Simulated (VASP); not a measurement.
Cu: single point with r2SCAN

Cu:

```
CELL_PARAMETERS angstrom
0.00000 1.78872 1.78872
1.78872 0.00000 1.78872
1.78872 1.78872 0.00000
ATOMIC_POSITIONS crystal
Cu 0.00000 0.00000 0.00000
```

| Item | Value |
| --- | --- |
| Program | VASP 6.6.1 |
| Task | single point |
| Functional | r2SCAN |
| Potentials or basis | VASP PAW PBE potentials, release 64 (Cu) |
| Cutoff | 520 eV |
| k mesh | 11 × 11 × 11 |
| Occupations | fermi-dirac, width 0.1 eV |
| Spin | no spin polarisation |

- Pressure: 0.3 GPa

Levels at points of the mesh, in eV from the Fermi level:
| k point | band 4 | band 5 | band 6 | band 7 | band 8 | band 9 |
| --- | --- | --- | --- | --- | --- | --- |
| (0.00, 0.00, 0.00) | -3.34 | -2.49 | -2.49 | 23.54 | 26.83 | 26.83 |

It took 16 s on 1 thread of Intel(R) Xeon(R) 6975P-C (Granite Rapids), on a shared host, peak memory 0.13 GiB.

Caveat: the PAW data sets were made with another functional, which shifts forces and pressure a little.
